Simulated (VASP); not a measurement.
Wanted: the native input for a VASP 6.6.1 run.

- Task: single point
- Functional: PBEsol
- Potentials or basis: VASP PAW PBE potentials, release 64 (Ag)
- Cutoff: 520 eV
- k mesh: 13 × 13 × 13
- Occupations: fermi-dirac, width 0.08 eV
- Spin: no spin polarisation
- Dipole correction: no
- Further INCAR settings: ALGO = Normal; EDIFF = 1e-07; NBANDS = 18

The structure of Ag lies in POSCAR:

```
Ag
1.0
    0.0000000000      2.6805703855      2.6805703855
    2.6805703855      0.0000000000      2.6805703855
    2.6805703855      2.6805703855      0.0000000000
Ag
2
Direct
   -0.1250000000     -0.1250000000     -0.1250000000
    0.1250000000      0.1250000000      0.1250000000
```

This cell differs from its parent crystal: volume scaled by 0.7.

One way to write it, as run:

INCAR

```
  PREC = Accurate
  ENCUT = 520
  EDIFF = 1E-7
  ISMEAR = -1
  SIGMA = 0.08
  LREAL = F
  LASPH = T
  NELM = 100
  ALGO = Normal
  ISIF = 2
  LWAVE = F
  LCHARG = F
  GGA = PS
  NBANDS = 18
```

KPOINTS

```
Automatic mesh
0
Gamma
  13 13 13
```

Potentials or basis: VASP PAW PBE potentials, release 64 (Ag).

Command:

```console
$ cat potpaw_PBE.64/Ag/POTCAR > POTCAR
$ mpirun -np 1 vasp_std > vasp.out
```

Results of the run:

* Pressure: 39.4 GPa
* Band gap on the k mesh: zero (band 11 reaches 7.54 eV, above the bottom of band 12 at 6.47 eV)

Caveat: the PAW data sets were made with another functional, which shifts forces and pressure a little.

Wall time 70 s on 1 thread of Intel Xeon 8259CL, with other jobs on the host, peak memory 0.19 GiB.
